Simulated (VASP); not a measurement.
# Zr3Ag (P4/mmm) in VASP: a series of runs

Runs on Zr3Ag. Level: LDA. Tasks: electric field gradients.

Everything below comes from runs of VASP 6.6.1. Logs are shortened: lines on timing, memory, paths and dates and some standing lists are left out, and cuts for length are marked.

## Step 1: The cell of the first run

It takes space group P4/mmm (No. 123, tetragonal). The conventional cell has a = 4.581 Å, b = 4.581 Å, c = 3.999 Å, α = 90.00°, β = 90.00°, γ = 90.00°. Zr (site symmetry 4/mmm) has 10 Zr at 3.04 to 4.00 Å and 4 Ag at 3.24 Å within 4.0 Å. Within 4.0 Å of Zr (site symmetry mmm) lie 10 Zr at 3.04 to 4.00 Å and 4 Ag at 3.04 Å. Ag (site symmetry 4/mmm) has 12 Zr at 3.04 to 3.24 Å and 2 Ag at 4.00 Å within 4.0 Å.

## Step 2: Electric field gradients, LDA (20.98 Å³/atom)

Input file INCAR:

```
ALGO     = Normal         # electronic algorithm
EDIFF    = 1E-8           # SCF threshold, eV
ENCUT    = 520            # plane-wave cutoff, eV
GGA      = CA             # functional
ISIF     = 2              # what is computed and relaxed
ISMEAR   = -1             # smearing method
LASPH    = T              # aspherical terms in the spheres
LCHARG   = F              # write CHGCAR
LEFG     = T            
LREAL    = F              # projectors in reciprocal space
LWAVE    = F              # write WAVECAR
NBANDS   = 32             # bands
NELM     = 100            # most SCF steps
PREC     = Accurate       # precision mode
SIGMA    = 0.05           # smearing width, eV
```

Input file KPOINTS:

```
k-points
0
Gamma
  7 7 8
```

Input file POSCAR:

```
Zr3Ag
1.0
    4.5811695466      0.0000000000      0.0000000000
    0.0000000000      4.5811695466      0.0000000000
    0.0000000000      0.0000000000      3.9992426222
Zr Ag
3 1
Direct
    0.5000000000      0.5000000000      0.0000000000
    0.0000000000      0.5000000000      0.5000000000
    0.5000000000      0.0000000000      0.5000000000
    0.0000000000      0.0000000000      0.0000000000
```

Potentials or basis: VASP PAW LDA potentials, release 64 (Zr_sv, Ag).

Launch:

```sh
cat potpaw_LDA.64/Zr_sv/POTCAR potpaw_LDA.64/Ag/POTCAR > POTCAR
mpirun -np 1 vasp_std > vasp.out
```

OUTCAR:

```text
EDIFF = 1E-8
   ENCUT = 520
   GGA = CA
   ISIF = 2
   ISMEAR = -1
   LASPH = T
   LREAL = F
   NELM = 100
   PREC = Accurate

 ion  position               nearest neighbor table
   1  0.500  0.500  0.000-   2 3.04   3 3.04   2 3.04   3 3.04   3 3.04   3 3.04   2 3.04   2 3.04
                             4 3.24   4 3.24   4 3.24   4 3.24
   2  0.000  0.500  0.500-   1 3.04   4 3.04   1 3.04   4 3.04   4 3.04   4 3.04   1 3.04   1 3.04
                             3 3.24   3 3.24   3 3.24   3 3.24
   3  0.500  0.000  0.500-   1 3.04   4 3.04   1 3.04   4 3.04   1 3.04   1 3.04   4 3.04   4 3.04
                             2 3.24   2 3.24   2 3.24   2 3.24
   4  0.000  0.000  0.000-   2 3.04   3 3.04   2 3.04   3 3.04   2 3.04   2 3.04   3 3.04   3 3.04
                             1 3.24   1 3.24   1 3.24   1 3.24

  LATTYP: Found a simple tetragonal cell.
 ALAT       =     4.5811695466
 C/A-ratio  =     0.8729741568

  Lattice vectors:

 A1 = (   4.5811695466,   0.0000000000,   0.0000000000)
 A2 = (   0.0000000000,   4.5811695466,   0.0000000000)
 A3 = (   0.0000000000,   0.0000000000,   3.9992426222)

Analysis of symmetry for initial positions (statically):
=====================================================================
 Subroutine PRICEL returns:
 Original cell was already a primitive cell.

 Routine SETGRP: Setting up the symmetry group for a
 simple tetragonal supercell.

 Subroutine GETGRP returns: Found 16 space group operations
 (whereof 16 operations were pure point group operations)
 out of a pool of 16 trial point group operations.

The static configuration has the point symmetry D_4h.

Analysis of symmetry for dynamics (positions and initial velocities):
=====================================================================
 Subroutine PRICEL returns:
 Original cell was already a primitive cell.

 Routine SETGRP: Setting up the symmetry group for a
 simple tetragonal supercell.

 Subroutine GETGRP returns: Found 16 space group operations
 (whereof 16 operations were pure point group operations)
 out of a pool of 16 trial point group operations.

The dynamic configuration has the point symmetry D_4h.

 Subroutine INISYM returns: Found 16 space group operations
 (whereof 16 operations are pure point group operations),
 and found     1 'primitive' translations

[... 149 lines left out ...]
 cond. band min:       8.9012140540   @ k =   0.4286   0.2857   0.5000
 fundamental gap:      0.0073753415
 Fermi energy:         8.8979263351

 k-point     1 :       0.0000    0.0000    0.0000
  band No.  band energies     occupation
      1     -39.4172      2.00000
      2     -39.2863      2.00000
      3     -39.0341      2.00000
      4     -17.9703      2.00000
      5     -17.9703      2.00000
      6     -17.8578      2.00000
[... 829 lines left out ...]
     31      12.6835      0.00000
     32      13.1222      0.00000

 [... further k-points ...]

------------------------ aborting loop because EDIFF is reached ----------------------------------------

  FORCE on cell =-STRESS in cart. coord.  units (eV):
  Direction    XX          YY          ZZ          XY          YZ          ZX
  --------------------------------------------------------------------------------------
  -------------------------------------------------------------------------------------
  Total       -3.4465269     -3.4465269     -2.1433087      0.0000000      0.0000000      0.0000000
  in kB      -65.7902857    -65.7902857    -40.9133292      0.0000000      0.0000000      0.0000000
  external PRESSURE =     -57.4979668 kB  Pullay stress =       0.0000000 kB

 VOLUME and BASIS-vectors are now :
 -----------------------------------------------------------------------------
  energy-cutoff  :      520.00
  volume of cell :       83.93
      direct lattice vectors                 reciprocal lattice vectors
     4.581169547  0.000000000  0.000000000     0.218284870  0.000000000  0.000000000
     0.000000000  4.581169547  0.000000000     0.000000000  0.218284870  0.000000000
     0.000000000  0.000000000  3.999242622     0.000000000  0.000000000  0.250047345

 POSITION                                       TOTAL-FORCE (eV/Angst)
 -----------------------------------------------------------------------------------
      2.29058      2.29058      0.00000         0.000000      0.000000      0.000000
      0.00000      2.29058      1.99962         0.000000      0.000000      0.000000
      2.29058      0.00000      1.99962         0.000000      0.000000      0.000000
      0.00000      0.00000      0.00000         0.000000      0.000000      0.000000
 -----------------------------------------------------------------------------------
    total drift:                                0.000000      0.000000      0.000000

  FREE ENERGIE OF THE ION-ELECTRON SYSTEM (eV)
  ---------------------------------------------------
  free  energy   TOTEN  =       -31.6187682722 eV

  energy  without entropy=      -31.5717184603  energy(sigma->0) =      -31.59524337

 Electric field gradients (V/A^2)
---------------------------------------------------------------------
 ion       V_xx      V_yy      V_zz      V_xy      V_xz      V_yz
---------------------------------------------------------------------
   1       7.247     7.247   -14.494    -0.000    -0.000     0.000
   2      36.276   -15.280   -20.996    -0.000     0.000    -0.000
   3     -15.280    36.276   -20.996    -0.000    -0.000    -0.000
   4      -3.876    -3.876     7.751    -0.000     0.000    -0.000
---------------------------------------------------------------------

 Electric field gradients after diagonalization (V/A^2)
 (convention: |V_zz| > |V_xx| > |V_yy|)
----------------------------------------------------------------------
 ion       V_xx      V_yy      V_zz     asymmetry (V_yy - V_xx)/ V_zz
----------------------------------------------------------------------
   1       7.247     7.247   -14.494       0.000
   2     -20.996   -15.280    36.276       0.158
   3     -20.996   -15.280    36.276       0.158
   4      -3.876    -3.876     7.751       0.000
----------------------------------------------------------------------

           NMR quadrupolar parameters

 Cq : quadrupolar parameter    Cq=e*Q*V_zz/h
 eta: asymmetry parameters     (V_yy - V_xx)/ V_zz
 Q  : nuclear electric quadrupole moment in mb (millibarn)
----------------------------------------------------------------------
 ion       Cq(MHz)       eta       Q (mb)
----------------------------------------------------------------------
   1      -0.035       0.000       1.000
   2       0.088       0.158       1.000
   3       0.088       0.158       1.000
   4       0.019       0.000       1.000
----------------------------------------------------------------------
```

stdout:

```text
POSCAR found type information on POSCAR ZrAg
 POSCAR found :  2 types and       4 ions
 scaLAPACK will be used
 LDA part: xc-table for (Slater(with rela. corr.)+CA(PZ))
 , standard interpolation
 POSCAR, INCAR and KPOINTS ok, starting setup
 FFT: planning ... GRIDC
 FFT: planning ... GRID_SOFT
 FFT: planning ... GRID
 WAVECAR not read
 entering main loop
ion   1

ion   2

ion   3

ion   4
```

It took 2.1 min on 1 thread of Intel Xeon Platinum 8488C (Sapphire Rapids), shared host; peak memory 0.24 GiB.

What came out:

- Free energy: -31.6188 eV
- Pressure: -5.7 GPa
- Band gap on the k mesh: zero (an odd number of electrons rules out a gap without spin polarisation)
- Largest electric field gradient by atom: Zr -14.5, +36.3 (each value once); Ag +7.8 V/Å²

Electric field gradients, principal values (V/Å²):
| atom | least | middle | greatest (by size) |
| --- | --- | --- | --- |
| 1 Zr | 7.247 | 7.247 | -14.494 |
| 2 Zr | -15.280 | -20.996 | 36.276 |
| 3 Zr | -15.280 | -20.996 | 36.276 |
| 4 Ag | -3.876 | -3.876 | 7.751 |

Caveat: the cell stands under tension; without QUAD_EFG the Cq values of the log hold for a quadrupole moment of 1 mb, not for the nuclei.

[end of part 1 of 2]
